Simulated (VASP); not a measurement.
# SnO (P1) in VASP: single point with PBEsol

Aim: the single point of SnO with PBEsol.

Everything below comes from runs of VASP 6.6.1. Logs are shortened: lines on timing, memory, paths and dates and some standing lists are left out, and cuts for length are marked.

## Step 1: The cell of the first run

The typed cell holds 4 atoms: a = 3.382 Å, b = 5.740 Å, c = 4.226 Å, α = 91.29°, β = 91.90°, γ = 88.70°.

## Step 2: Single point, PBEsol (atoms moved at random and the cell strained at random)

INCAR

```
SYSTEM = SnO
PREC = Accurate
ENCUT = 600
EDIFF = 1E-6
ISMEAR = 0
SIGMA = 0.05
LREAL = .FALSE.
LASPH = .TRUE.
NELM = 120
ALGO = Normal
ISIF = 2
LWAVE = .FALSE.
LCHARG = .FALSE.
GGA = PS
NBANDS = 28
GGA_COMPAT = .FALSE.
```

KPOINTS

```
regular mesh
0
G
  8 6 6
  0 0 0
```

POSCAR

```
SnO
1.0
    3.3813427663      0.0382727572     -0.0557995702
    0.0647282507      5.7389189339     -0.0636449571
   -0.0702187065     -0.0473567456      4.2247178537
Sn O
2 2
Direct
   -0.0456047086      0.2060203637      0.5352165052
    0.4551941711      0.7881590280     -0.0260821773
    0.0259143122      0.9187460463      0.7382394452
    0.5644962252      0.0870745620      0.2526282269
```

Potentials or basis: VASP PAW PBE potentials, release 64 (Sn_d, O).

Started as:

```bash
cat potpaw_PBE.64/Sn_d/POTCAR potpaw_PBE.64/O/POTCAR > POTCAR
mpirun -np 1 vasp_std > vasp.out
```

OUTCAR:

```text
SYSTEM = SnO
   PREC = Accurate
   ENCUT = 600
   EDIFF = 1E-6
   ISMEAR = 0
   LREAL = .FALSE.
   LASPH = .TRUE.
   NELM = 120
   ISIF = 2
   GGA = PS

 ion  position               nearest neighbor table
   1  0.954  0.206  0.535-   4 1.88   3 1.88   4 2.49   2 3.44   2 3.55   2 3.73   2 3.75
   2  0.455  0.788  0.974-   3 1.88   4 2.09   3 2.35   1 3.44   1 3.55   1 3.73   1 3.75
   3  0.026  0.919  0.738-   1 1.88   2 1.88   2 2.35
   4  0.564  0.087  0.253-   1 1.88   2 2.09   1 2.49

  LATTYP: Found a triclinic cell.
 ALAT       =     4.2255667397
 B/A-ratio  =     1.6685149123
 C/A-ratio  =     0.8003706758
 COS(alpha) =     0.0013805779
 COS(beta)  =     0.0332366588
 COS(gamma) =     0.5810350468

  Lattice vectors:

 A1 = (  -0.0702187065,  -0.0473567456,   4.2247178537)
 A2 = (  -0.0054904558,   5.6915621883,   4.1610728966)
 A3 = (  -3.3813427663,  -0.0382727572,   0.0557995702)

Analysis of symmetry for initial positions (statically):
=====================================================================
 Subroutine PRICEL returns:
 Original cell was already a primitive cell.

 Routine SETGRP: Setting up the symmetry group for a
 triclinic supercell.

 Subroutine GETGRP returns: Found  1 space group operations
 (whereof  1 operations were pure point group operations)
 out of a pool of  2 trial point group operations.

The static configuration has the point symmetry C_1 .

Analysis of symmetry for dynamics (positions and initial velocities):
=====================================================================
 Subroutine PRICEL returns:
 Original cell was already a primitive cell.

 Routine SETGRP: Setting up the symmetry group for a
 triclinic supercell.

 Subroutine GETGRP returns: Found  1 space group operations
 (whereof  1 operations were pure point group operations)
 out of a pool of  2 trial point group operations.

The dynamic configuration has the point symmetry C_1 .

 Subroutine INISYM returns: Found  1 space group operations
 (whereof  1 operations are pure point group operations),
 and found     1 'primitive' translations

----------------------------------------------------------------------------------------

                                     Primitive cell

  volume of cell :      81.9389

  direct lattice vectors                    reciprocal lattice vectors
     3.381342766  0.038272757 -0.055799570     0.295858199 -0.003282806  0.004880638
     0.064728251  5.738918934 -0.063644957    -0.001941069  0.174292048  0.001921455
    -0.070218707 -0.047356746  4.224717854     0.003878418  0.002582334  0.236795607

  length of vectors
     3.382019707  5.739636831  4.225566740     0.295916662  0.174313447  0.236841445

  position of ions in fractional coordinates (direct lattice)
     0.954395291  0.206020364  0.535216505
     0.455194171  0.788159028  0.973917823
     0.025914312  0.918746046  0.738239445
     0.564496225  0.087074562  0.252628227

  ion indices of the primitive-cell ions
   primitive index   ion index
                 1           1
                 2           2
                 3           3
                 4           4

----------------------------------------------------------------------------------------

 KPOINTS: regular mesh

Automatic generation of k-mesh.
 Grid dimensions read from file:
 generate k-points for:    8    6    6

 Generating k-lattice:

  Cartesian coordinates                     Fractional coordinates (reciprocal lattice)
     0.036982275 -0.000410351  0.000610080     0.125000000  0.000000000 -0.000000000
    -0.000323512  0.029048675  0.000320242     0.000000000  0.166666667  0.000000000
     0.000646403  0.000430389  0.039465934     0.000000000  0.000000000  0.166666667

  Length of vectors
     0.036989583  0.029052241  0.039473574

  Shift w.r.t. Gamma in fractional coordinates (k-lattice)
     0.000000000  0.000000000  0.000000000

 Subroutine IBZKPT returns following result:
 ===========================================

 Found    148 irreducible k-points:

 Following reciprocal coordinates:
            Coordinates               Weight
  0.000000  0.000000  0.000000      1.000000
  0.125000 -0.000000  0.000000      2.000000
  0.250000 -0.000000  0.000000      2.000000
  0.375000 -0.000000  0.000000      2.000000
  0.500000 -0.000000  0.000000      1.000000
  0.000000  0.166667  0.000000      2.000000
[... 16 lines left out ...]
  0.125000  0.500000  0.000000      2.000000
  0.250000  0.500000  0.000000      2.000000
 [... further k-points ...]
   k-points           NKPTS =    148   k-points in BZ     NKDIM =    148   number of bands    NBANDS=     28
   number of dos      NEDOS =    301   number of ions     NIONS =      4
   total plane-waves  NPLWV =  48384
   dimension x,y,z NGX =    28 NGY =   48 NGZ =   36
   dimension x,y,z NGXF=    56 NGYF=   96 NGZF=   72
   ions per type =               2   2
   NGX,Y,Z   is equivalent  to a cutoff of  13.76, 13.90, 14.16 a.u.
   NGXF,Y,Z  is equivalent  to a cutoff of  27.53, 27.81, 28.33 a.u.
 SYSTEM =  SnO
   PREC   = accura    normal or accurate (medium, high low for compatibility)
   ISTART =      0    job   : 0-new  1-cont  2-samecut
   ICHARG =      2    charge: 1-file 2-atom 10-const
   ISPIN  =      1    spin polarized calculation?
   LNONCOLLINEAR =      F non collinear calculations
   LSORBIT =      F    spin-orbit coupling
   LASPH  =      T    aspherical Exc in radial PAW
   ENCUT  =  600.0 eV  44.10 Ry    6.64 a.u.   6.75 11.46  8.44*2*pi/ulx,y,z
   NELM   =    120;   NELMIN=  2; NELMDL= -5     # of ELM steps
   EDIFF  = 0.1E-05   stopping-criterion for ELM
   LREAL  =      F    real-space projection
   EDIFFG = 0.1E-04   stopping-criterion for IOM
   NSW    =      0    number of steps for IOM
   IBRION =     -1    ionic relax: 0-MD 1-quasi-New 2-CG
   NFREE  =      0    steps in history (QN), initial steepest desc. (CG)
   ISIF   =      2    stress and relaxation
   ISYM   =      2    0-nonsym 1-usesym 2-fastsym
   POTIM  = 0.5000    time-step for ionic-motion
   TEBEG  =    0.0;   TEEND  =   0.0 temperature during run
   PSTRESS=    0.0 pullay stress
   NELECT =      40.0000    total number of electrons
   NUPDOWN=      -1.0000    fix difference up-down
   EMIN   =  10.00;   EMAX   =-10.00  energy-range for DOS
   EFERMI =   0.00;   METHOD = LEGACY
   ISMEAR =     0;   SIGMA  =   0.05  broadening in eV -4-tet -1-fermi 0-gaus
   EFERMI_NEDOS =   21; number of points for ismear=-14 and -15
   IALGO  =     38    algorithm
   IMIX   =      4    mixing-type and parameters
     AMIX     =   0.40;   BMIX     =  1.00
     AMIX_MAG =   1.60;   BMIX_MAG =  1.00
  volume/ion in A,a.u.               =      20.48       138.24
  Fermi-wavevector in a.u.,A,eV,Ry     =   1.289035  2.435923 22.607599  1.661612
  Thomas-Fermi vector in A             =   2.420953
   LORBIT       =      0    0 simple, 1 ext, 2 COOP (PROOUT), +10 PAW based schemes
   GGA     = PS    functional components
   LHFCALC =     F    Hartree Fock is set to
   AEXX    =    0.0000 exact exchange contribution
   IVDW    =     0    specifies the selected vdW correction
   LEPSILON=     F    determine dielectric tensor
   LRPA    =     F    only Hartree local field effects (RPA)
 non-spin polarized calculation
 Gauss-broadening in eV      SIGMA  =   0.05
  energy-cutoff  :      600.00
  volume of cell :       81.94
 maximum number of plane-waves:      2758
   NGX = 13   NGY = 23   NGZ = 17

 number of electron      40.0000001 magnetization

 Free energy of the ion-electron system (eV)
  ---------------------------------------------------
  ext. energy  EPLUGINS =         0.00000000
  ---------------------------------------------------
  free energy    TOTEN  =       -22.48453865 eV

  energy without entropy =      -22.48453865  energy(sigma->0) =      -22.48453865

 E-fermi :   5.1047     XC(G=0):  -9.5243

 val. band max:        4.8091051914   @ k =   0.0000   0.0000   0.0000
 cond. band min:       6.2940686670   @ k =   0.5000   0.3333   0.1667
 fundamental gap:      1.4849634757
 Fermi energy:         5.1046862308

 k-point     1 :       0.0000    0.0000    0.0000
  band No.  band energies     occupation
      1     -17.3786      2.00000
      2     -16.5640      2.00000
      3     -16.3015      2.00000
      4     -16.1970      2.00000
      5     -16.1744      2.00000
      6     -16.1544      2.00000
[... 20 lines left out ...]
     27      13.4145      0.00000
     28      14.1696      0.00000

 k-point     2 :       0.1250   -0.0000    0.0000
  band No.  band energies     occupation
      1     -17.3881      2.00000
      2     -16.6068      2.00000
      3     -16.2799      2.00000
      4     -16.2066      2.00000
      5     -16.1700      2.00000
      6     -16.1491      2.00000
[... 20 lines left out ...]
     27      13.2769      0.00000
     28      13.5453      0.00000

 k-point     3 :       0.2500   -0.0000    0.0000
  band No.  band energies     occupation
      1     -17.4148      2.00000
      2     -16.6943      2.00000
      3     -16.2350      2.00000
      4     -16.2136      2.00000
      5     -16.1700      2.00000
      6     -16.1376      2.00000
[... 20 lines left out ...]
     27      13.1612      0.00000
     28      13.5314      0.00000

 k-point     4 :       0.3750   -0.0000    0.0000
  band No.  band energies     occupation
      1     -17.4458      2.00000
      2     -16.7661      2.00000
      3     -16.2342      2.00000
      4     -16.1894      2.00000
      5     -16.1568      2.00000
      6     -16.1336      2.00000
[... 578 lines left out ...]
     27      14.1272      0.00000
     28      14.9020      0.00000

 k-point    23 :       0.1250    0.5000    0.0000
  band No.  band energies     occupation
      1     -17.3862      2.00000
      2     -16.6061      2.00000
      3     -16.2796      2.00000
      4     -16.2077      2.00000
      5     -16.1687      2.00000
      6     -16.1499      2.00000
[... 20 lines left out ...]
     27      13.7232      0.00000
     28      14.3482      0.00000

 k-point    24 :       0.2500    0.5000    0.0000
  band No.  band energies     occupation
      1     -17.4137      2.00000
      2     -16.6958      2.00000
      3     -16.2349      2.00000
      4     -16.2133      2.00000
      5     -16.1681      2.00000
      6     -16.1371      2.00000
[... 20 lines left out ...]
     27      13.2552      0.00000
     28      14.4033      0.00000

 [... further k-points ...]

------------------------ aborting loop because EDIFF is reached ----------------------------------------

  FORCE on cell =-STRESS in cart. coord.  units (eV):
  Direction    XX          YY          ZZ          XY          YZ          ZX
  --------------------------------------------------------------------------------------
  -------------------------------------------------------------------------------------
  Total        5.9475391      8.6325619      6.0789130     -1.3341999     -3.3820648      5.8090337
  in kB      116.2941012    168.7951963    118.8628975    -26.0880294    -66.1305765    113.5858620
  external PRESSURE =     134.6507317 kB  Pullay stress =       0.0000000 kB

 VOLUME and BASIS-vectors are now :
 -----------------------------------------------------------------------------
  energy-cutoff  :      600.00
  volume of cell :       81.94
      direct lattice vectors                 reciprocal lattice vectors
     3.381342766  0.038272757 -0.055799570     0.295858199 -0.003282806  0.004880638
     0.064728251  5.738918934 -0.063644957    -0.001941069  0.174292048  0.001921455
    -0.070218707 -0.047356746  4.224717854     0.003878418  0.002582334  0.236795607

 POSITION                                       TOTAL-FORCE (eV/Angst)
 -----------------------------------------------------------------------------------
      3.20289      1.19352      2.19477         2.225056      5.142581     -0.111789
      1.52180      4.49448      4.03897         2.902220     -2.329123      2.064055
      0.09526      5.23864      3.05893        -2.175047     -1.829058     -0.056447
      1.89665      0.50936      1.03024        -2.952229     -0.984400     -1.895819
 -----------------------------------------------------------------------------------
    total drift:                               -0.000415      0.000637     -0.000376

  FREE ENERGIE OF THE ION-ELECTRON SYSTEM (eV)
  ---------------------------------------------------
  free  energy   TOTEN  =       -22.4845386540 eV

  energy  without entropy=      -22.4845386540  energy(sigma->0) =      -22.48453865
```

Wall time 4.5 min (1 thread of Intel Xeon Platinum 8375C at 2.90GHz (Ice Lake), shared host); peak memory 0.45 GiB.

Results:

```
Free energy            : -22.4845 eV
Pressure               : 13.5 GPa
Largest force          : 5.604 eV/Å
Band gap on the k mesh : 1.49 eV (least direct gap 2.11 eV)
```

Forces in eV/Å, atoms in the order of the input:
```
Sn   2.225  5.143 -0.112
Sn   2.902 -2.329  2.064
O   -2.175 -1.829 -0.056
O   -2.952 -0.984 -1.896
```

Levels at points of the mesh, in eV from the valence-band top:
```csv
k point,band 16,band 17,band 18,band 19,band 20,band 21,band 22,band 23,band 24,band 25
"(0.00, 0.00, 0.00)",-4.82,-4.41,-3.10,-2.58,0.00,2.21,2.77,5.38,5.92,7.62
"(0.50, 0.00, 0.00)",-5.00,-3.92,-3.02,-1.56,-1.17,2.13,2.53,5.54,6.35,6.58
"(0.00, 0.50, 0.00)",-4.60,-4.02,-3.06,-2.32,-1.64,2.66,3.99,4.76,5.12,7.22
"(0.50, 0.50, 0.00)",-4.97,-3.96,-3.11,-1.21,-0.87,1.68,2.00,5.93,6.32,7.47
"(0.00, 0.00, 0.50)",-4.26,-3.69,-3.29,-2.23,-2.05,2.03,2.69,4.68,5.53,8.03
"(0.50, 0.00, 0.50)",-4.54,-3.64,-3.36,-1.26,-0.72,1.90,2.38,3.34,5.07,6.60
"(0.00, 0.50, 0.50)",-4.19,-3.52,-3.30,-2.09,-1.35,1.50,1.95,5.16,6.06,8.07
"(0.50, 0.50, 0.50)",-4.65,-3.74,-3.58,-0.91,-0.40,1.74,3.07,3.91,4.34,5.63
```

Caveat: the cell differs from its parent crystal (atoms moved at random and the cell strained at random); the stress differs along the axes, from 12 to 17 GPa; the PAW data sets were made with another functional, which shifts forces and pressure a little; spin-orbit coupling is left out, which moves the levels of the heavy elements. A k mesh can miss the band edges.
